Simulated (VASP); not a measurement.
# PbS (P-6m2) in VASP: single point with PBEsol

Aim: the single point of PbS with PBEsol.

Everything below comes from runs of VASP 6.6.1. Logs are shortened: lines on timing, memory, paths and dates and some standing lists are left out, and cuts for length are marked.

### 1 The cell of the first run

It takes space group P-6m2 (No. 187, hexagonal). The conventional cell has a = 4.090 Å, b = 4.090 Å, c = 3.788 Å, α = 90.00°, β = 90.00°, γ = 120.00°. Pb (site symmetry -6m2) has 6 S at 3.03 Å and 2 Pb at 3.79 Å within 4.0 Å. Within 4.0 Å of S (site symmetry -6m2) lie 6 Pb at 3.03 Å and 2 S at 3.79 Å.

### 2 Single point, PBEsol

File INCAR:

```
  PREC = Accurate
  ENCUT = 500
  EDIFF = 1E-6
  ISMEAR = 0
  SIGMA = 0.01
  LREAL = False
  LASPH = True
  NELM = 120
  ALGO = Normal
  ISIF = 2
  LWAVE = False
  LCHARG = False
  GGA = PS
  NBANDS = 17
  GGA_COMPAT = False
```

File KPOINTS:

```
Automatic mesh
0
Gamma
  4 4 4
```

File POSCAR:

```
PbS
1.0
    4.0896976900      0.0000000000      0.0000000000
   -2.0448488400      3.5417820900      0.0000000000
    0.0000000000      0.0000000000      3.7881670000
Pb S
1 1
Direct
    0.0000000000      0.0000000000      0.0000000000
    0.6666666685      0.3333333305      0.5000000000
```

Potentials or basis: VASP PAW PBE potentials, release 64 (Pb_d, S).

Command:

```bash
> cat potpaw_PBE.64/Pb_d/POTCAR potpaw_PBE.64/S/POTCAR > POTCAR
> mpirun -np 1 vasp_std > vasp.out
```

OUTCAR:

```text
PREC = Accurate
   ENCUT = 500
   EDIFF = 1E-6
   ISMEAR = 0
   LREAL = False
   LASPH = True
   NELM = 120
   ISIF = 2
   GGA = PS

 ion  position               nearest neighbor table
   1  0.000  0.000  0.000-   2 3.03   2 3.03   2 3.03   2 3.03   2 3.03   2 3.03
   2  0.667  0.333  0.500-   1 3.03   1 3.03   1 3.03   1 3.03   1 3.03   1 3.03

  LATTYP: Found a hexagonal cell.
 ALAT       =     4.0896976900
 C/A-ratio  =     0.9262706653

  Lattice vectors:

 A1 = (   4.0896976900,   0.0000000000,   0.0000000000)
 A2 = (  -2.0448488400,   3.5417820900,   0.0000000000)
 A3 = (   0.0000000000,   0.0000000000,   3.7881670000)

Analysis of symmetry for initial positions (statically):
=====================================================================
 Subroutine PRICEL returns:
 Original cell was already a primitive cell.

 Routine SETGRP: Setting up the symmetry group for a
 hexagonal supercell.

 Subroutine GETGRP returns: Found 12 space group operations
 (whereof 12 operations were pure point group operations)
 out of a pool of 24 trial point group operations.

The static configuration has the point symmetry D_3h.

Analysis of symmetry for dynamics (positions and initial velocities):
=====================================================================
 Subroutine PRICEL returns:
 Original cell was already a primitive cell.

 Routine SETGRP: Setting up the symmetry group for a
 hexagonal supercell.

 Subroutine GETGRP returns: Found 12 space group operations
 (whereof 12 operations were pure point group operations)
 out of a pool of 24 trial point group operations.

The dynamic configuration has the point symmetry D_3h.

 Subroutine INISYM returns: Found 12 space group operations
 (whereof 12 operations are pure point group operations),
 and found     1 'primitive' translations

----------------------------------------------------------------------------------------

                                     Primitive cell

  volume of cell :      54.8709

  direct lattice vectors                    reciprocal lattice vectors
     4.089697690  0.000000000  0.000000000     0.244516851  0.141171869  0.000000000
    -2.044848840  3.541782090  0.000000000     0.000000000  0.282343740  0.000000000
     0.000000000  0.000000000  3.788167000     0.000000000  0.000000000  0.263979914

  length of vectors
     4.089697690  4.089697685  3.788167000     0.282343739  0.282343740  0.263979914

  position of ions in fractional coordinates (direct lattice)
     0.000000000  0.000000000  0.000000000
     0.666666668  0.333333330  0.500000000

  ion indices of the primitive-cell ions
   primitive index   ion index
                 1           1
                 2           2

----------------------------------------------------------------------------------------

 KPOINTS: Automatic mesh

Automatic generation of k-mesh.
 Grid dimensions read from file:
 generate k-points for:    4    4    4

 Generating k-lattice:

  Cartesian coordinates                     Fractional coordinates (reciprocal lattice)
     0.061129213  0.035292967  0.000000000     0.250000000 -0.000000000  0.000000000
     0.000000000  0.070585935  0.000000000     0.000000000  0.250000000  0.000000000
     0.000000000  0.000000000  0.065994979     0.000000000  0.000000000  0.250000000

  Length of vectors
     0.070585935  0.070585935  0.065994979

  Shift w.r.t. Gamma in fractional coordinates (k-lattice)
     0.000000000  0.000000000  0.000000000

 Subroutine IBZKPT returns following result:
 ===========================================

 Found     12 irreducible k-points:

 Following reciprocal coordinates:
            Coordinates               Weight
  0.000000  0.000000  0.000000      1.000000
  0.250000 -0.000000  0.000000      6.000000
  0.500000 -0.000000  0.000000      3.000000
  0.250000  0.250000  0.000000      6.000000
  0.000000  0.000000  0.250000      2.000000
  0.250000 -0.000000  0.250000     12.000000
  0.500000 -0.000000  0.250000      6.000000
  0.250000  0.250000  0.250000     12.000000
  0.000000  0.000000  0.500000      1.000000
  0.250000 -0.000000  0.500000      6.000000
  0.500000 -0.000000  0.500000      3.000000
  0.250000  0.250000  0.500000      6.000000
   k-points           NKPTS =     12   k-points in BZ     NKDIM =     12   number of bands    NBANDS=     17
   number of dos      NEDOS =    301   number of ions     NIONS =      2
   total plane-waves  NPLWV =  25200
   dimension x,y,z NGX =    30 NGY =   30 NGZ =   28
   dimension x,y,z NGXF=    60 NGYF=   60 NGZF=   56
   ions per type =               1   1
   NGX,Y,Z   is equivalent  to a cutoff of  12.19, 12.19, 12.29 a.u.
   NGXF,Y,Z  is equivalent  to a cutoff of  24.39, 24.39, 24.58 a.u.
 SYSTEM =  unknown system
   PREC   = accura    normal or accurate (medium, high low for compatibility)
   ISTART =      0    job   : 0-new  1-cont  2-samecut
   ICHARG =      2    charge: 1-file 2-atom 10-const
   ISPIN  =      1    spin polarized calculation?
   LNONCOLLINEAR =      F non collinear calculations
   LSORBIT =      F    spin-orbit coupling
   LASPH  =      T    aspherical Exc in radial PAW
   ENCUT  =  500.0 eV  36.75 Ry    6.06 a.u.   7.46  7.46  6.91*2*pi/ulx,y,z
   NELM   =    120;   NELMIN=  2; NELMDL= -5     # of ELM steps
   EDIFF  = 0.1E-05   stopping-criterion for ELM
   LREAL  =      F    real-space projection
   EDIFFG = 0.1E-04   stopping-criterion for IOM
   NSW    =      0    number of steps for IOM
   IBRION =     -1    ionic relax: 0-MD 1-quasi-New 2-CG
   NFREE  =      0    steps in history (QN), initial steepest desc. (CG)
   ISIF   =      2    stress and relaxation
   ISYM   =      2    0-nonsym 1-usesym 2-fastsym
   POTIM  = 0.5000    time-step for ionic-motion
   TEBEG  =    0.0;   TEEND  =   0.0 temperature during run
   PSTRESS=    0.0 pullay stress
   NELECT =      20.0000    total number of electrons
   NUPDOWN=      -1.0000    fix difference up-down
   EMIN   =  10.00;   EMAX   =-10.00  energy-range for DOS
   EFERMI =   0.00;   METHOD = LEGACY
   ISMEAR =     0;   SIGMA  =   0.01  broadening in eV -4-tet -1-fermi 0-gaus
   EFERMI_NEDOS =   21; number of points for ismear=-14 and -15
   IALGO  =     38    algorithm
   IMIX   =      4    mixing-type and parameters
     AMIX     =   0.40;   BMIX     =  1.00
     AMIX_MAG =   1.60;   BMIX_MAG =  1.00
  volume/ion in A,a.u.               =      27.44       185.14
  Fermi-wavevector in a.u.,A,eV,Ry     =   1.169421  2.209885 18.606576  1.367545
  Thomas-Fermi vector in A             =   2.305894
   LORBIT       =      0    0 simple, 1 ext, 2 COOP (PROOUT), +10 PAW based schemes
   GGA     = PS    functional components
   LHFCALC =     F    Hartree Fock is set to
   AEXX    =    0.0000 exact exchange contribution
   IVDW    =     0    specifies the selected vdW correction
   LEPSILON=     F    determine dielectric tensor
   LRPA    =     F    only Hartree local field effects (RPA)
 non-spin polarized calculation
 Gauss-broadening in eV      SIGMA  =   0.01
  energy-cutoff  :      500.00
  volume of cell :       54.87
 maximum number of plane-waves:      1412
 NGX is ok and might be reduce to    30
   NGX = 15   NGY = 15   NGZ = 13

 number of electron      19.9999998 magnetization

 Free energy of the ion-electron system (eV)
  ---------------------------------------------------
  ext. energy  EPLUGINS =         0.00000000
  ---------------------------------------------------
  free energy    TOTEN  =        -9.17224978 eV

  energy without entropy =       -9.17224978  energy(sigma->0) =       -9.17224978

 E-fermi :   5.1316     XC(G=0):  -9.6332

 val. band max:        5.0848266112   @ k =   0.0000   0.0000   0.5000
 cond. band min:       5.2512744272   @ k =   0.2500   0.2500   0.5000
 fundamental gap:      0.1664478160
 Fermi energy:         5.1315887827

 k-point     1 :       0.0000    0.0000    0.0000
  band No.  band energies     occupation
      1     -11.7616      2.00000
      2     -11.7422      2.00000
      3     -11.7422      2.00000
      4     -11.6394      2.00000
      5     -11.6394      2.00000
      6      -8.0918      2.00000
[... 9 lines left out ...]
     16      16.0462      0.00000
     17      16.0472      0.00000

 k-point     2 :       0.2500   -0.0000    0.0000
  band No.  band energies     occupation
      1     -11.7627      2.00000
      2     -11.7394      2.00000
      3     -11.7100      2.00000
      4     -11.6560      2.00000
      5     -11.6430      2.00000
      6      -7.6303      2.00000
[... 9 lines left out ...]
     16      15.5576      0.00000
     17      15.9507      0.00000

 k-point     3 :       0.5000   -0.0000    0.0000
  band No.  band energies     occupation
      1     -11.7790      2.00000
      2     -11.7219      2.00000
      3     -11.6774      2.00000
      4     -11.6724      2.00000
      5     -11.6466      2.00000
      6      -6.9768      2.00000
[... 9 lines left out ...]
     16      16.0838      0.00000
     17      16.1660      0.00000

 k-point     4 :       0.2500    0.2500    0.0000
  band No.  band energies     occupation
      1     -11.7505      2.00000
      2     -11.7335      2.00000
      3     -11.6947      2.00000
      4     -11.6668      2.00000
      5     -11.6522      2.00000
      6      -6.9973      2.00000
[... 9 lines left out ...]
     16      14.3799      0.00000
     17      16.1980      0.00000
[... 103 lines left out ...]
      1     -11.7407      2.00000
      2     -11.7320      2.00000
      3     -11.7033      2.00000
      4     -11.6922      2.00000
      5     -11.6195      2.00000
      6      -6.6575      2.00000
[... 9 lines left out ...]
     16      14.5803      0.00000
     17      15.9881      0.00000

 k-point    11 :       0.5000   -0.0000    0.5000
  band No.  band energies     occupation
      1     -11.7750      2.00000
      2     -11.7500      2.00000
      3     -11.6984      2.00000
      4     -11.6728      2.00000
      5     -11.5964      2.00000
      6      -6.3219      2.00000
[... 9 lines left out ...]
     16      17.8100      0.00000
     17      18.5902      0.00000

 k-point    12 :       0.2500    0.2500    0.5000
  band No.  band energies     occupation
      1     -11.7649      2.00000
      2     -11.7274      2.00000
      3     -11.7086      2.00000
      4     -11.6925      2.00000
      5     -11.5997      2.00000
      6      -6.3258      2.00000
[... 9 lines left out ...]
     16      16.7769      0.00000
     17      17.7204      0.00000

------------------------ aborting loop because EDIFF is reached ----------------------------------------

  FORCE on cell =-STRESS in cart. coord.  units (eV):
  Direction    XX          YY          ZZ          XY          YZ          ZX
  --------------------------------------------------------------------------------------
  -------------------------------------------------------------------------------------
  Total       -0.9638288     -0.9638288     -0.8543889     -0.0000000      0.0000000      0.0000000
  in kB      -28.1428657    -28.1428656    -24.9473273     -0.0000000      0.0000000      0.0000000
  external PRESSURE =     -27.0776862 kB  Pullay stress =       0.0000000 kB

 VOLUME and BASIS-vectors are now :
 -----------------------------------------------------------------------------
  energy-cutoff  :      500.00
  volume of cell :       54.87
      direct lattice vectors                 reciprocal lattice vectors
     4.089697690  0.000000000  0.000000000     0.244516851  0.141171869  0.000000000
    -2.044848840  3.541782090  0.000000000     0.000000000  0.282343740  0.000000000
     0.000000000  0.000000000  3.788167000     0.000000000  0.000000000  0.263979914

 POSITION                                       TOTAL-FORCE (eV/Angst)
 -----------------------------------------------------------------------------------
      0.00000      0.00000      0.00000         0.000000     -0.000000      0.000000
      2.04485      1.18059      1.89408        -0.000000      0.000000      0.000000
 -----------------------------------------------------------------------------------
    total drift:                               -0.000007      0.000005      0.000000

  FREE ENERGIE OF THE ION-ELECTRON SYSTEM (eV)
  ---------------------------------------------------
  free  energy   TOTEN  =        -9.1722497828 eV

  energy  without entropy=       -9.1722497828  energy(sigma->0) =       -9.17224978
```

It took 6.8 s on 1 thread of AMD EPYC 9R45 (Zen 5), shared host; peak memory 0.13 GiB.

What came out:

```
Free energy            : -9.1722 eV
Pressure               : -2.7 GPa
Band gap on the k mesh : 0.17 eV, indirect (least direct gap 0.77 eV)
```

Caveat: the k points lie up to 0.44 Å⁻¹ apart; the PAW data sets were made with another functional, which shifts forces and pressure a little; spin-orbit coupling is left out, which moves the levels of the heavy elements. A k mesh can miss the band edges.
